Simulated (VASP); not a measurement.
**Mg: single point with r2SCAN**

Crystal: Mg.

```xyz
4
Lattice="3.1768 0.0000 0.0000 -1.5884 2.7512 0.0000 0.0000 0.0000 10.3189" Properties=species:S:1:pos:R:3 pbc="T T T"
Mg    1.5878    0.8958    7.7122
Mg    0.0073   -0.0452    5.1746
Mg   -0.0436    1.8592    2.6427
Mg   -0.0534   -0.0079    0.0037
```

- Program: VASP 6.6.1
- Task: single point
- Functional: r2SCAN
- Potentials or basis: VASP PAW PBE potentials, release 64 (Mg)
- Cutoff: 520 eV
- k mesh: 7 × 7 × 2
- Occupations: gaussian, width 0.1 eV
- Spin: no spin polarisation

```json
{"Pressure": "0.1 GPa", "Largest force": "0.210 eV/Å", "Band gap on the k mesh": "zero (bands 4 and 5 overlap by 2.06 eV)"}
```

Forces on the atoms (eV/Å):
```
Mg  -0.014 -0.006  0.141
Mg  -0.029  0.039  0.015
Mg   0.020 -0.037 -0.206
Mg   0.024  0.004  0.050
```

Stress tensor (GPa, compression positive):
```
-0.79 -0.02 -0.02
-0.02 -0.82  0.01
-0.02  0.01  2.04
```

Levels at points of the mesh, in eV from the Fermi level:
```
           k point  band 1  band 2  band 3  band 4  band 5  band 6  band 7  band 8  band 9
(0.00, 0.00, 0.00)   -7.50   -6.01   -5.98   -1.96   -1.23    5.41    5.42   11.81   11.82
(0.00, 0.00, 0.50)   -7.18   -7.06   -4.20   -4.12    1.59    1.66    9.67    9.72   11.96
```

Run time: 110 s on 1 thread of AMD EPYC 7R13 Processor (Zen 3), on a shared host, peak memory 0.2 GiB.

Caveat: the PAW data sets were made with another functional, which shifts forces and pressure a little.
